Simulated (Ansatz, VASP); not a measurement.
**W: VASP beside Ansatz**

File INCAR:

```
SYSTEM = W
ALGO = Normal
EDIFF = 1E-7
EDIFFG = -0.04
ENCUT = 600
GGA = PS
IBRION = 2
ISIF = 3
ISMEAR = 0
LASPH = .TRUE.
LCHARG = .FALSE.
LREAL = .FALSE.
LWAVE = .FALSE.
NELM = 80
NSW = 90
PREC = Accurate
SIGMA = 0.1
```

KPOINTS

```
k-points
0
G
  6 6 6
  0 0 0
```

POSCAR

```
W
1.0
    1.7307842337      0.9992687433      3.2095318524
   -1.7307842337      0.9992687433      3.2095318524
    0.0000000000     -1.9985374865      3.2095318524
W
2
Direct
    0.2275400000      0.2275400000      0.2275400000
    0.7724600000      0.7724600000      0.7724600000
```

Input for Ansatz:

```yaml
crystal:
  lattice:
    - [1.7307842337, 0.9992687433, 3.2095318524]
    - [-1.7307842337, 0.9992687433, 3.2095318524]
    - [0.0, -1.9985374865, 3.2095318524]
  atoms:
    - { symbol: W, position: [0.22754, 0.22754, 0.22754] }
    - { symbol: W, position: [0.77246, 0.77246, 0.77246] }
basis:
  ecutwfc: 420
kpoints:
  mp_grid: { grid: [6, 6, 6] }
hamiltonian:
  xc: pbesol
scf:
  occupations: { method: gaussian, width: 0.1 }
  lower_state_search: "off"
output:
  forces: true
  stress: true
  eigenvalues: true
relax:
  adjacent_minimum: "off"
  f_tol: 0.04
  max_steps: 70
  cell: { stress_tol: 0.4 }
```

Alike in both runs: task relaxation of cell and atoms; functional PBEsol; k mesh 6 × 6 × 6; occupations gaussian, width 0.1 eV; no spin polarisation.

|  | VASP | Ansatz |
| --- | --- | --- |
| version | VASP 6.6.1 | Ansatz 0.2.0 |
| potentials or method | VASP PAW PBE potentials, release 64 (W_sv), cutoff 600 eV | scalar-relativistic, plane waves, PAW |
| valence electrons in the cell | 28 | 28 |

VASP gave:

| Property | Result |
| --- | --- |
| gap on the k mesh at the Fermi level, each at its own relaxed structure (eV) | none |
| relaxed volume (Å³/atom) | 16.11 |
| relaxed length of the cell vector where the two differ most in proportion (Å) | 4.529 |

Which values does Ansatz return?

gap on the k mesh at the Fermi level, each at its own relaxed structure (eV): none; relaxed volume (Å³/atom): 16.07; relaxed length of the cell vector where the two differ most in proportion (Å): 4.526.

VASP's potentials were made for PBE, not for PBEsol. A gap of «none» marks a metal or a gap that the smearing closes.

The k mesh is coarse, so the values compare programs but aren't converged. Neither program's run includes spin-orbit coupling.
